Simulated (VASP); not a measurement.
# Pd (Fm-3m) in VASP: further runs

Runs on Pd. Level: PBE. Tasks: single point.

All numbers are computed with VASP 6.6.1; they aren't measurements. Logs are shortened: lines on timing, memory, paths and dates and some standing lists are left out, and cuts for length are marked.

**1. The cell of the first run**

Symmetry: Fm-3m, No. 225, cubic system. Conventional cell: a = 3.981 Å, b = 3.981 Å, c = 3.981 Å, α = 90.00°, β = 90.00°, γ = 90.00°. Pd (site symmetry m-3m) has 12 Pd at 2.82 Å within 3.7 Å.

**2. Single point, PBE (volume scaled by 1.03)**

The input, INCAR:

```
SYSTEM = Pd
  ALGO = Fast
  EDIFF = 1E-6
  ENCUT = 520
  GGA = PE
  ISIF = 2
  ISMEAR = 0
  LASPH = .True.
  LCHARG = .True.
  LELF = .True.
  LREAL = .False.
  LVHAR = .True.
  LWAVE = .False.
  NBANDS = 11
  NELM = 60
  PREC = Accurate
  SIGMA = 0.1
```

The input, KPOINTS:

```
k-points
0
Gamma
  18 18 18
  0 0 0
```

The input, POSCAR:

```
Pd
1.0
    0.0000000000      1.9907058526      1.9907058526
    1.9907058526      0.0000000000      1.9907058526
    1.9907058526      1.9907058526      0.0000000000
Pd
1
Direct
    0.0000000000      0.0000000000      0.0000000000
```

Potentials or basis: VASP PAW PBE potentials, release 64 (Pd).

Launch:

```console
cat potpaw_PBE.64/Pd/POTCAR > POTCAR
mpirun -np 1 vasp_std > vasp.out
```

OUTCAR:

```text
SYSTEM = Pd
   EDIFF = 1E-6
   ENCUT = 520
   GGA = PE
   ISIF = 2
   ISMEAR = 0
   LASPH = .True.
   LREAL = .False.
   NELM = 60
   PREC = Accurate

 ion  position               nearest neighbor table
   1  0.000  0.000  0.000-

  LATTYP: Found a face centered cubic cell.
 ALAT       =     3.9814117052

  Lattice vectors:

 A1 = (   0.0000000000,   1.9907058526,   1.9907058526)
 A2 = (   1.9907058526,   0.0000000000,   1.9907058526)
 A3 = (   1.9907058526,   1.9907058526,   0.0000000000)

Analysis of symmetry for initial positions (statically):
=====================================================================
 Subroutine PRICEL returns:
 Original cell was already a primitive cell.

 Routine SETGRP: Setting up the symmetry group for a
 face centered cubic supercell.

 Subroutine GETGRP returns: Found 48 space group operations
 (whereof 48 operations were pure point group operations)
 out of a pool of 48 trial point group operations.

The static configuration has the point symmetry O_h .

Analysis of symmetry for dynamics (positions and initial velocities):
=====================================================================
 Subroutine PRICEL returns:
 Original cell was already a primitive cell.

 Routine SETGRP: Setting up the symmetry group for a
 face centered cubic supercell.

 Subroutine GETGRP returns: Found 48 space group operations
 (whereof 48 operations were pure point group operations)
 out of a pool of 48 trial point group operations.

The dynamic configuration has the point symmetry O_h .

 Subroutine INISYM returns: Found 48 space group operations
 (whereof 48 operations are pure point group operations),
 and found     1 'primitive' translations

----------------------------------------------------------------------------------------

                                     Primitive cell

  volume of cell :      15.7780

  direct lattice vectors                    reciprocal lattice vectors
     0.000000000  1.990705853  1.990705853    -0.251167192  0.251167192  0.251167192
     1.990705853  0.000000000  1.990705853     0.251167192 -0.251167192  0.251167192
     1.990705853  1.990705853  0.000000000     0.251167192  0.251167192 -0.251167192

  length of vectors
     2.815283215  2.815283215  2.815283215     0.435034339  0.435034339  0.435034339

  position of ions in fractional coordinates (direct lattice)
     0.000000000  0.000000000  0.000000000

  ion indices of the primitive-cell ions
   primitive index   ion index
                 1           1

----------------------------------------------------------------------------------------

 KPOINTS: k-points

Automatic generation of k-mesh.
 Grid dimensions read from file:
 generate k-points for:   18   18   18

 Generating k-lattice:

  Cartesian coordinates                     Fractional coordinates (reciprocal lattice)
    -0.013953733  0.013953733  0.013953733     0.055555556  0.000000000  0.000000000
     0.013953733 -0.013953733  0.013953733     0.000000000  0.055555556  0.000000000
     0.013953733  0.013953733 -0.013953733     0.000000000  0.000000000  0.055555556

  Length of vectors
     0.024168574  0.024168574  0.024168574

  Shift w.r.t. Gamma in fractional coordinates (k-lattice)
     0.000000000  0.000000000  0.000000000

 Subroutine IBZKPT returns following result:
 ===========================================

 Found    195 irreducible k-points:

 Following reciprocal coordinates:
            Coordinates               Weight
  0.000000  0.000000  0.000000      1.000000
  0.055556  0.000000  0.000000      8.000000
  0.111111  0.000000  0.000000      8.000000
  0.166667  0.000000  0.000000      8.000000
  0.222222  0.000000  0.000000      8.000000
  0.277778  0.000000  0.000000      8.000000
[... 16 lines left out ...]
 -0.277778  0.055556  0.000000     24.000000
 -0.222222  0.055556  0.000000     24.000000
 [... further k-points ...]
   k-points           NKPTS =    195   k-points in BZ     NKDIM =    195   number of bands    NBANDS=     11
   number of dos      NEDOS =    301   number of ions     NIONS =      1
   total plane-waves  NPLWV =  13824
   dimension x,y,z NGX =    24 NGY =   24 NGZ =   24
   dimension x,y,z NGXF=    48 NGYF=   48 NGZF=   48
   ions per type =               1
   NGX,Y,Z   is equivalent  to a cutoff of  14.17, 14.17, 14.17 a.u.
   NGXF,Y,Z  is equivalent  to a cutoff of  28.34, 28.34, 28.34 a.u.
 SYSTEM =  Pd
   PREC   = accura    normal or accurate (medium, high low for compatibility)
   ISTART =      0    job   : 0-new  1-cont  2-samecut
   ICHARG =      2    charge: 1-file 2-atom 10-const
   ISPIN  =      1    spin polarized calculation?
   LNONCOLLINEAR =      F non collinear calculations
   LSORBIT =      F    spin-orbit coupling
   LASPH  =      T    aspherical Exc in radial PAW
   ENCUT  =  520.0 eV  38.22 Ry    6.18 a.u.   5.23  5.23  5.23*2*pi/ulx,y,z
   NELM   =     60;   NELMIN=  2; NELMDL= -5     # of ELM steps
   EDIFF  = 0.1E-05   stopping-criterion for ELM
   LREAL  =      F    real-space projection
   EDIFFG = 0.1E-04   stopping-criterion for IOM
   NSW    =      0    number of steps for IOM
   IBRION =     -1    ionic relax: 0-MD 1-quasi-New 2-CG
   NFREE  =      0    steps in history (QN), initial steepest desc. (CG)
   ISIF   =      2    stress and relaxation
   ISYM   =      2    0-nonsym 1-usesym 2-fastsym
   POTIM  = 0.5000    time-step for ionic-motion
   TEBEG  =    0.0;   TEEND  =   0.0 temperature during run
   PSTRESS=    0.0 pullay stress
   NELECT =      10.0000    total number of electrons
   NUPDOWN=      -1.0000    fix difference up-down
   EMIN   =  10.00;   EMAX   =-10.00  energy-range for DOS
   EFERMI =   0.00;   METHOD = LEGACY
   ISMEAR =     0;   SIGMA  =   0.10  broadening in eV -4-tet -1-fermi 0-gaus
   EFERMI_NEDOS =   21; number of points for ismear=-14 and -15
   IALGO  =     68    algorithm
   IMIX   =      4    mixing-type and parameters
     AMIX     =   0.40;   BMIX     =  1.00
     AMIX_MAG =   1.60;   BMIX_MAG =  1.00
  volume/ion in A,a.u.               =      15.78       106.48
  Fermi-wavevector in a.u.,A,eV,Ry     =   1.406234  2.657398 26.905458  1.977495
  Thomas-Fermi vector in A             =   2.528615
   LORBIT       =      0    0 simple, 1 ext, 2 COOP (PROOUT), +10 PAW based schemes
   GGA     = PE    functional components
   LHFCALC =     F    Hartree Fock is set to
   AEXX    =    0.0000 exact exchange contribution
   IVDW    =     0    specifies the selected vdW correction
   LEPSILON=     F    determine dielectric tensor
   LRPA    =     F    only Hartree local field effects (RPA)
 non-spin polarized calculation
 RMM-DIIS sequential band-by-band and
 Gauss-broadening in eV      SIGMA  =   0.10
  energy-cutoff  :      520.00
  volume of cell :       15.78
 maximum number of plane-waves:       444
 NGX is ok and might be reduce to    24
   NGX = 11   NGY = 11   NGZ = 11

 number of electron      10.0000001 magnetization

 Free energy of the ion-electron system (eV)
  ---------------------------------------------------
  ext. energy  EPLUGINS =         0.00000000
  ---------------------------------------------------
  free energy    TOTEN  =        -5.21856931 eV

  energy without entropy =       -5.20587517  energy(sigma->0) =       -5.21222224

 E-fermi :   8.6791     XC(G=0): -12.7684

 val. band max:        8.6768367444   @ k =  -0.4444   0.3889   0.1111
 cond. band min:       8.6835967448   @ k =  -0.3889   0.3889   0.0556
 fundamental gap:      0.0067600004
 Fermi energy:         8.6791092678

 k-point     1 :       0.0000    0.0000    0.0000
  band No.  band energies     occupation
      1       2.0569      2.00000
      2       6.1381      2.00000
      3       6.1381      2.00000
      4       6.1381      2.00000
      5       7.5799      2.00000
      6       7.5799      2.00000
      7      25.8248      0.00000
      8      30.2206      0.00000
      9      30.2206      0.00000
     10      30.2206      0.00000
     11      35.1167      0.00000

 k-point     2 :       0.0556    0.0000    0.0000
  band No.  band energies     occupation
      1       2.1629      2.00000
      2       6.1026      2.00000
      3       6.1736      2.00000
      4       6.1736      2.00000
      5       7.5634      2.00000
      6       7.5634      2.00000
      7      25.9222      0.00000
      8      29.4594      0.00000
      9      30.3282      0.00000
     10      30.3282      0.00000
     11      35.6751      0.00000

 k-point     3 :       0.1111    0.0000    0.0000
  band No.  band energies     occupation
      1       2.4700      2.00000
      2       6.0143      2.00000
      3       6.2661      2.00000
      4       6.2661      2.00000
      5       7.5292      2.00000
      6       7.5292      2.00000
      7      26.0968      0.00000
      8      27.9528      0.00000
      9      30.6293      0.00000
     10      30.6293      0.00000
     11      35.2091      0.00000

 k-point     4 :       0.1667    0.0000    0.0000
  band No.  band energies     occupation
      1       2.9368      2.00000
      2       5.9320      2.00000
      3       6.3699      2.00000
      4       6.3699      2.00000
      5       7.5259      2.00000
      6       7.5259      2.00000
      7      25.4663      0.00000
      8      27.0020      0.00000
      9      31.0474      0.00000
     10      31.0474      0.00000
     11      34.1553      0.00000
[... 239 lines left out ...]
 k-point    22 :      -0.3333    0.0556    0.0000
  band No.  band energies     occupation
      1       4.0498      2.00000
      2       6.2188      2.00000
      3       6.2930      2.00000
      4       7.2057      2.00000
      5       8.0545      2.00000
      6       8.7327      0.44878
      7      18.9878      0.00000
      8      25.8382      0.00000
      9      29.0271      0.00000
     10      31.0464      0.00000
     11      34.1245      0.00000

 k-point    23 :      -0.2778    0.0556    0.0000
  band No.  band energies     occupation
      1       3.9905      2.00000
      2       6.2746      2.00000
      3       6.3931      2.00000
      4       6.4896      2.00000
      5       7.7377      2.00000
      6       8.2830      2.00000
      7      21.0037      0.00000
      8      26.2931      0.00000
      9      29.6060      0.00000
     10      32.3778      0.00000
     11      33.1975      0.00000

 k-point    24 :      -0.2222    0.0556    0.0000
  band No.  band energies     occupation
      1       3.6974      2.00000
      2       5.9447      2.00000
      3       6.4341      2.00000
      4       6.4633      2.00000
      5       7.4800      2.00000
      6       7.9494      2.00000
      7      23.0517      0.00000
      8      26.6741      0.00000
      9      30.0897      0.00000
     10      32.6280      0.00000
     11      32.8616      0.00000

 [... further k-points ...]
[... 5 lines left out ...]
  --------------------------------------------------------------------------------------
  -------------------------------------------------------------------------------------
  Total       -0.4706942     -0.4706942     -0.4706942      0.0000000      0.0000000      0.0000000
  in kB      -47.7967273    -47.7967273    -47.7967273      0.0000000      0.0000000      0.0000000
  external PRESSURE =     -47.7967273 kB  Pullay stress =       0.0000000 kB

 VOLUME and BASIS-vectors are now :
 -----------------------------------------------------------------------------
  energy-cutoff  :      520.00
  volume of cell :       15.78
      direct lattice vectors                 reciprocal lattice vectors
     0.000000000  1.990705853  1.990705853    -0.251167192  0.251167192  0.251167192
     1.990705853  0.000000000  1.990705853     0.251167192 -0.251167192  0.251167192
     1.990705853  1.990705853  0.000000000     0.251167192  0.251167192 -0.251167192

 POSITION                                       TOTAL-FORCE (eV/Angst)
 -----------------------------------------------------------------------------------
      0.00000      0.00000      0.00000        -0.000000     -0.000000     -0.000000
 -----------------------------------------------------------------------------------
    total drift:                               -0.000000      0.000000     -0.000000

  FREE ENERGIE OF THE ION-ELECTRON SYSTEM (eV)
  ---------------------------------------------------
  free  energy   TOTEN  =        -5.2185693148 eV

  energy  without entropy=       -5.2058751656  energy(sigma->0) =       -5.21222224
```

Run time: 20 s. Hardware: 1 thread of AMD EPYC 9R45 (Zen 5), shared host; peak memory 0.13 GiB.

What came out:

- Free energy: -5.2186 eV
- Pressure: -4.8 GPa
- Band gap on the k mesh: zero (band 5 reaches 8.94 eV, above the bottom of band 6 at 7.53 eV)

**3. Single point, PBE (volume scaled by 1.06)**

The input, INCAR:

```
PREC = Accurate ; ENCUT = 520
EDIFF = 1E-6 ; ISMEAR = 0
SIGMA = 0.1 ; LREAL = False
LASPH = True ; NELM = 60
ALGO = Normal ; ISIF = 2
LWAVE = False ; LCHARG = False
GGA = PE ; NBANDS = 11
```

The input, KPOINTS:

```
Automatic mesh
0
Gamma
  18 18 18
```

The input, POSCAR:

```
Pd
1.0
    0.0000000000      2.0098484293      2.0098484293
    2.0098484293      0.0000000000      2.0098484293
    2.0098484293      2.0098484293      0.0000000000
Pd
1
Direct
    0.0000000000      0.0000000000      0.0000000000
```

Potentials or basis: VASP PAW PBE potentials, release 64 (Pd).

Launch:

```console
cat potpaw_PBE.64/Pd/POTCAR > POTCAR
mpirun -np 1 vasp_std > vasp.out
```

Run time: 17 s. Hardware: 1 thread of AMD EPYC 9R45 (Zen 5), shared host; peak memory 0.13 GiB.

Results (log left out):

* Free energy: -5.1993 eV
* Pressure: -8.6 GPa
* Band gap on the k mesh: zero (band 5 reaches 8.48 eV, above the bottom of band 6 at 7.14 eV)

Levels at points of the mesh, in eV from the Fermi level:
| k point | band 2 | band 3 | band 4 | band 5 | band 6 | band 7 | band 8 | band 9 |
| --- | --- | --- | --- | --- | --- | --- | --- | --- |
| (0.00, 0.00, 0.00) | -2.42 | -2.42 | -2.42 | -1.05 | -1.05 | 17.11 | 21.34 | 21.34 |
| (0.50, 0.00, 0.00) | -2.46 | -2.46 | -0.03 | -0.03 | 1.23 | 6.60 | 16.45 | 20.16 |
| (0.50, 0.50, 0.00) | -4.37 | -0.05 | 0.24 | 0.24 | 3.37 | 9.83 | 12.69 | 12.69 |
